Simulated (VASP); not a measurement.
**Si: single point with r2SCAN+rVV10**

Crystal: Si.

```
CELL_PARAMETERS angstrom
0.00000 2.75767 2.75767
2.75767 0.00000 2.75767
2.75767 2.75767 0.00000
ATOMIC_POSITIONS crystal
Si 0.50000 0.50000 0.50000
Si 0.75000 0.75000 0.75000
```

```yaml
Program: VASP 6.6.1
Task: single point
Functional: r2SCAN
Dispersion: rVV10
Potentials_or_basis: VASP PAW PBE potentials, release 64 (Si)
Cutoff: 520 eV
k_mesh: 8 × 8 × 8
Occupations: fermi-dirac, width 0.05 eV
Spin: no spin polarisation
Dipole_correction: no
Further_INCAR_settings: ALGO = Normal; EDIFF = 1e-06; NBANDS = 11
```

```json
{"Pressure": "-4.1 GPa", "Band gap on the k mesh": "0.85 eV, indirect (least direct gap 2.73 eV)"}
```

Levels at points of the mesh, in eV from the valence-band top:
| k point | band 1 | band 2 | band 3 | band 4 | band 5 | band 6 | band 7 | band 8 | band 9 |
| --- | --- | --- | --- | --- | --- | --- | --- | --- | --- |
| (0.00, 0.00, 0.00) | -12.21 | 0.00 | 0.00 | 0.00 | 2.73 | 2.73 | 2.73 | 3.42 | 8.10 |
| (0.50, 0.00, 0.00) | -9.87 | -7.06 | -1.23 | -1.23 | 1.69 | 3.59 | 3.59 | 8.18 | 11.03 |
| (0.50, 0.50, 0.00) | -8.01 | -8.01 | -2.89 | -2.89 | 0.96 | 0.96 | 10.46 | 10.46 | 11.45 |

It took 2.7 min on 1 thread of AMD EPYC 7R13, on a shared host, peak memory 0.24 GiB.

Caveat: the PAW data sets were made with another functional, which shifts forces and pressure a little. A k mesh can miss the band edges.
